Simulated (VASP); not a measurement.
TaN:

```
Ta N
1.0
     0.00000    2.17900    2.17900
     2.17900    0.00000    2.17900
     2.17900    2.17900    0.00000
Ta N
1 1
Direct
  0.50000 0.50000 0.50000
  0.00000 0.00000 0.00000
```

Base run:

- Program: VASP 6.6.1
- Functional: r2SCAN
- Potentials or basis: VASP PAW PBE potentials, release 64 (Ta_sv_GW, N)
- Cutoff: 660 eV
- k mesh: 8 × 8 × 8
- Occupations: gaussian, width 0.1 eV
- Spin: no spin polarisation

Its results: band gap on the k mesh zero (band 9 reaches 16.32 eV, above the bottom of band 10 at 12.07 eV); pressure 10.0 GPa.

Q: The run is repeated on the same cell with these changes: potentials or basis from VASP PAW PBE potentials, release 64 (Ta_sv_GW, N) to VASP PAW PBE potentials, release 64 (Ta_pv, N); cutoff from 660 eV to 520 eV; further incar settings from ALGO = Normal; EDIFF = 1e-06; NBANDS = 16 to ALGO = Normal; EDIFF = 1e-06; NBANDS = 15; valence electrons from 18 to 16. What comes out?

A: Band gap on the k mesh zero (band 8 reaches 11.94 eV, above the bottom of band 9 at 7.68 eV); pressure 12.1 GPa.

Caveats: the PAW data sets were made with another functional, which shifts forces and pressure a little; spin-orbit coupling is left out, which moves the levels of the heavy elements.
